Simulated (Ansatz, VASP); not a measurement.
**Two plane-wave programs on MgS**

```
Mg S
1.0
     6.96830    0.00000    0.00000
     0.00000    6.96830    0.00000
     0.00000    0.00000    3.69248
Mg S
4 4
Direct
  0.66445 0.66445 0.50000
  0.16445 0.83555 0.25000
  0.33555 0.33555 0.00000
  0.83555 0.16445 0.75000
  0.83149 0.83149 0.00000
  0.33149 0.66851 0.75000
  0.16851 0.16851 0.50000
  0.66851 0.33149 0.25000
```

Alike in both runs: functional PBE; k mesh 4 × 4 × 6; occupations gaussian, width 0.1 eV; no spin polarisation.

Ansatz relaxed the structure, and its values are those at the end. VASP's run is a single point on that final structure, the one shown.

```csv
,VASP,Ansatz
version,VASP 6.6.1,Ansatz 0.2.0
potentials or method,"VASP PAW PBE potentials, release 64 (Mg, S), cutoff 520 eV","scalar-relativistic, plane waves, PAW"
valence electrons in the cell,32,64
```

Ansatz gave:

```
gap on the k mesh at the Fermi level (eV) : 2.85
least direct gap on the mesh (eV)         : 2.85
pressure (GPa)                            : 0.0
rms of the force components (eV/Å)        : 0.018
```

Question: Which values does VASP return?

Answer: gap on the k mesh at the Fermi level (eV): 2.84; least direct gap on the mesh (eV): 2.84; pressure (GPa): -0.2; rms of the force components (eV/Å): 0.018.

With one functional, cell and mesh, what is left measures potentials, basis and numerics. VASP's potentials hold 32 valence electrons a cell and Ansatz's 64, so a difference there can come from the potentials and not from the codes.
